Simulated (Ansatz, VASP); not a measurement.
# One calculation of BaC2, two programs

File INCAR:

```
  PREC = Accurate
  ENCUT = 520
  EDIFF = 1E-7
  ISMEAR = 0
  SIGMA = 0.05
  LREAL = False
  LASPH = True
  NELM = 100
  ALGO = Normal
  ISIF = 2
  LWAVE = False
  LCHARG = False
  GGA = CA
  NBANDS = 16
```

Contents of KPOINTS:

```
Automatic mesh
0
Gamma
  10 10 10
```

File POSCAR:

```
BaC2
1.0
   -2.0933449500      2.0933449500      3.6344930000
    2.0933449500     -2.0933449500      3.6344930000
    2.0933449500      2.0933449500     -3.6344930000
Ba C
1 2
Direct
    0.0000000000      0.0000000000      0.0000000000
    0.5870080000      0.5870080000      0.0000000000
    0.4129920000      0.4129920000      0.0000000000
```

Input for Ansatz:

```yaml
crystal:
  lattice:
    - [-2.09334495, 2.09334495, 3.634493]
    - [2.09334495, -2.09334495, 3.634493]
    - [2.09334495, 2.09334495, -3.634493]
  atoms:
    - { symbol: Ba, position: [0.0, 0.0, 0.0] }
    - { symbol: C, position: [0.587008, 0.587008, 0.0] }
    - { symbol: C, position: [0.412992, 0.412992, 0.0] }
basis:
  ecutwfc: 420
kpoints:
  mp_grid: { grid: [10, 10, 10] }
hamiltonian:
  xc: lda
scf:
  occupations: { method: gaussian, width: 0.05 }
output:
  forces: true
  stress: true
  eigenvalues: true
```

Change from the starting cell: strain -0.050 along x and y, +0.000 along z, atoms carried along.

Alike in both runs: task single point; functional LDA; k mesh 10 × 10 × 10; occupations gaussian, width 0.05 eV; no spin polarisation.

```csv
,VASP,Ansatz
version,VASP 6.6.1,Ansatz 0.2.0
potentials or method,"VASP PAW LDA potentials, release 64 (Ba_sv, C), cutoff 520 eV","scalar-relativistic, plane waves, PAW"
valence electrons in the cell,18,18
```

```tsv
	VASP	Ansatz	Ansatz less VASP
gap on the k mesh at the Fermi level (eV)	1.17	1.22	+0.050
least direct gap on the mesh (eV)	1.90	1.93	+0.030
pressure (GPa)	0.4	-0.4	-0.84
traceless stress, the component that is largest in VASP (GPa)	-4.63	-4.71	-0.080
rms of the force components (eV/Å)	0.353	0.386	+0.0323
```

LDA's correlation is that of Perdew and Zunger in VASP and of Perdew and Wang (1992) in Ansatz. Atom by atom the forces differ by 0.032 eV/Å (rms over components).

Neither program's run includes spin-orbit coupling.
